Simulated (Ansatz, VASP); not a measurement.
# NaI in VASP and in Ansatz

```xyz
2
Lattice="0.0000 3.2296 3.2296 3.2296 0.0000 3.2296 3.2296 3.2296 0.0000" Properties=species:S:1:pos:R:3 pbc="T T T"
Na    0.0000    0.0000    0.0000
I     3.2296    3.2296    3.2296
```

Alike in both runs: task single point; functional PBE; k mesh 8 × 8 × 8; no spin polarisation.

|  | VASP | Ansatz |
| --- | --- | --- |
| version | VASP 6.6.1 | Ansatz 0.2.0 |
| potentials or method | VASP PAW PBE potentials, release 64 (Na_pv, I) | plane waves, PAW |
| plane-wave cutoff (eV) | 520 | 420 |
| occupations | gaussian, width 0.01 eV | fixed |
| valence electrons in the cell | 14 | 26 |

|  | VASP | Ansatz | Ansatz less VASP |
| --- | --- | --- | --- |
| gap on the k mesh at the Fermi level (eV) | 3.66 | 3.66 | +0.004 |
| pressure (GPa) | 0.5 | 0.5 | -0.01 |

VASP's potentials hold 14 valence electrons a cell and Ansatz's 26, so a difference there can come from the potentials and not from the codes.

Neither program's run includes spin-orbit coupling.
